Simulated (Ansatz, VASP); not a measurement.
## Two plane-wave programs on SiGeTe2S2

```xyz
6
Lattice="3.4527 0.0000 0.0000 0.0000 3.4527 0.0000 0.0000 0.0000 13.0603" Properties=species:S:1:pos:R:3 pbc="T T T"
Si    1.7263    1.7263    0.0000
Ge    0.0000    0.0000    0.0000
Te    0.0000    0.0000    2.7892
Te    0.0000    0.0000   10.2711
S     1.7263    0.0000    6.5301
S     0.0000    1.7263    6.5301
```

Alike in both runs: functional PBE; k mesh 4 × 4 × 2; occupations gaussian, width 0.1 eV; no spin polarisation.

Ansatz relaxed the structure, and its values are those at the end. VASP's run is a single point on that final structure, the one shown.

|  | VASP | Ansatz |
| --- | --- | --- |
| version | VASP 6.6.1 | Ansatz 0.2.0 |
| potentials or method | VASP PAW PBE potentials, release 64 (Si, Ge_d, Te, S), cutoff 520 eV | scalar-relativistic, plane waves, PAW |
| valence electrons in the cell | 42 | 62 |

Ansatz gave:

* gap on the k mesh at the Fermi level (eV): none
* pressure (GPa): 0.2
* rms of the force components (eV/Å): 0.001

Problem. Estimate VASP's values.

Solution. gap on the k mesh at the Fermi level (eV): none; pressure (GPa): 0.1; rms of the force components (eV/Å): 0.003.

A gap of «none» marks a metal or a gap that the smearing closes. The functional is the same, so the differences come from potentials, cutoffs and numerics. VASP's potentials hold 42 valence electrons a cell and Ansatz's 62, so a difference there can come from the potentials and not from the codes.

The k mesh is coarse, so the values compare programs but aren't converged. Neither program's run includes spin-orbit coupling.
